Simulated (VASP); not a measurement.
Write the native input for VASP 6.6.1 that does the following.

```yaml
Task: single point
Functional: r2SCAN
Potentials_or_basis: VASP PAW PBE potentials, release 64 (Sr_sv, Ti_sv, O)
Cutoff: 520 eV
k_mesh: 6 × 6 × 6
Occupations: gaussian, width 0.01 eV
Spin: no spin polarisation
Dipole_correction: no
Further_INCAR_settings: ALGO = Normal; EDIFF = 1e-07; NBANDS = 28
```

Crystal: SrTiO3 (Tausonite).

```xyz
5
Lattice="3.8674 0.0000 0.0000 0.0000 3.8674 0.0000 0.0000 0.0000 3.8674" Properties=species:S:1:pos:R:3 pbc="T T T"
Sr    1.9337    1.9337    1.9337
Ti    0.0000    0.0000    0.0000
O     1.9337    0.0000    0.0000
O     0.0000    1.9337    0.0000
O     0.0000    0.0000    1.9337
```

This cell differs from its parent crystal: volume changed by -3%.

The input as run:

POSCAR

```
SrTiO3
1.0
    3.8673856555      0.0000000000      0.0000000000
    0.0000000000      3.8673856555      0.0000000000
    0.0000000000      0.0000000000      3.8673856555
Sr Ti O
1 1 3
Direct
    0.5000000000      0.5000000000      0.5000000000
    0.0000000000      0.0000000000      0.0000000000
    0.5000000000      0.0000000000      0.0000000000
    0.0000000000      0.5000000000      0.0000000000
    0.0000000000      0.0000000000      0.5000000000
```

INCAR.step1

```
SYSTEM = SrTiO3
  PREC = Accurate
  ENCUT = 520
  ISMEAR = 0
  SIGMA = 0.01
  LREAL = .False.
  LASPH = .True.
  NELM = 100
  NBANDS = 28
  GGA = PE
  ALGO = Normal
  EDIFF = 1E-4
  LWAVE = .True.
  LCHARG = .False.
```

INCAR.step2

```
SYSTEM = SrTiO3
  PREC = Accurate
  ENCUT = 520
  EDIFF = 1E-7
  ISMEAR = 0
  SIGMA = 0.01
  LREAL = .False.
  LASPH = .True.
  NELM = 100
  ALGO = Normal
  ISIF = 2
  LWAVE = .False.
  LCHARG = .True.
  METAGGA = R2SCAN
  LMIXTAU = .True.
  LELF = .True.
  LVHAR = .True.
  NBANDS = 28
  ISTART = 1
```

KPOINTS

```
regular mesh
0
Gamma
  6 6 6
  0 0 0
```

Potentials or basis: VASP PAW PBE potentials, release 64 (Sr_sv, Ti_sv, O).

Command:

```sh
$ cat potpaw_PBE.64/Sr_sv/POTCAR potpaw_PBE.64/Ti_sv/POTCAR potpaw_PBE.64/O/POTCAR > POTCAR
$ cp INCAR.step1 INCAR
$ mpirun -np 1 vasp_std > vasp.out
$ cp INCAR.step2 INCAR
$ mpirun -np 1 vasp_std > vasp.out
```

It gave:

```yaml
Pressure: 7.2 GPa
Band_gap_on_the_k_mesh: 2.34 eV, indirect (least direct gap 2.70 eV)
```

Caveat: the PAW data sets were made with another functional, which shifts forces and pressure a little.

Run time: 2.2 min on 1 thread of Intel(R) Xeon(R) 6975P-C (Granite Rapids), on a shared host, peak memory 0.18 GiB.
